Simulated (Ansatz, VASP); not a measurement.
# One calculation of ZrPdSe4, two programs

```xyz
6
Lattice="4.0894 0.0000 0.0000 -2.0447 3.5415 0.0000 0.0000 0.0000 8.7423" Properties=species:S:1:pos:R:3 pbc="T T T"
Zr    0.0000    0.0000    0.0000
Pd    0.0000    0.0000    4.3712
Se    0.0000    2.3610    6.4760
Se    0.0000    2.3610    2.2663
Se    2.0447    1.1805    6.4760
Se    2.0447    1.1805    2.2663
```

Change from the starting cell: species swapped into the TiNbB4 type (P6/mmm, No. 191).

Alike in both runs: task single point; functional PBE; k mesh 6 × 6 × 2; occupations gaussian, width 0.1 eV; no spin polarisation.

|  | VASP | Ansatz |
| --- | --- | --- |
| version | VASP 6.6.1 | Ansatz 0.2.0 |
| potentials or method | VASP PAW PBE potentials, release 64 (Zr_sv, Pd, Se), cutoff 520 eV | scalar-relativistic, plane waves, PAW |
| valence electrons in the cell | 46 | 94 |

```csv
,VASP,Ansatz,Ansatz less VASP
gap on the k mesh at the Fermi level (eV),none,none,-
pressure (GPa),12.0,11.8,-0.17
"traceless stress, the component that is largest in VASP (GPa)",-22.99,-22.86,+0.129
rms of the force components (eV/Å),0.279,0.282,+0.0031
```

Atom by atom the forces differ by 0.003 eV/Å (rms over components). A gap of «none» marks a metal or a gap that the smearing closes. The functional is the same, so the differences come from potentials, cutoffs and numerics. VASP's potentials hold 46 valence electrons a cell and Ansatz's 94, so a difference there can come from the potentials and not from the codes.
